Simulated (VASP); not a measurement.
Here is a VASP 6.6.1 calculation.

File INCAR:

```
PREC     = Accurate       # precision mode
ENCUT    = 520            # plane-wave cutoff, eV
EDIFF    = 1E-6           # SCF threshold, eV
ISMEAR   = 0              # smearing method
SIGMA    = 0.1            # smearing width, eV
LREAL    = F              # projectors in reciprocal space
LASPH    = T              # aspherical terms in the spheres
NELM     = 150            # most SCF steps
ALGO     = Normal         # electronic algorithm
ISIF     = 2              # what is computed and relaxed
LWAVE    = F              # write WAVECAR
LCHARG   = F              # write CHGCAR
ISPIN    = 2              # spin polarisation
MAGMOM   = 2 2 2          # initial moments
LORBIT   = 11             # projections on sites
LMAXMIX  = 4              # l up to which the mixer works
GGA      = PE             # functional
NBANDS   = 30             # bands
```

Contents of KPOINTS:

```
regular mesh
0
Gamma
  6 6 6
```

The input POSCAR:

```
V
1.0
    3.6048406655      0.0000000000      0.0000000000
    0.0000000000      3.6048406655      0.0000000000
    0.0000000000      0.0000000000      3.6048406655
V
3
Direct
    0.5000000000      0.0000000000      0.0000000000
    0.0000000000      0.5000000000      0.0000000000
    0.0000000000      0.0000000000      0.5000000000
```

Potentials or basis: VASP PAW PBE potentials, release 64 (V_sv).

Command:

```bash
$ cat potpaw_PBE.64/V_sv/POTCAR > POTCAR
$ mpirun -np 1 vasp_std > vasp.out
```

(1) Estimate the pressure.

(2) Estimate the net moment.

## Answers

(1) 0.3 GPa.

(2) 0.00 μB per cell.
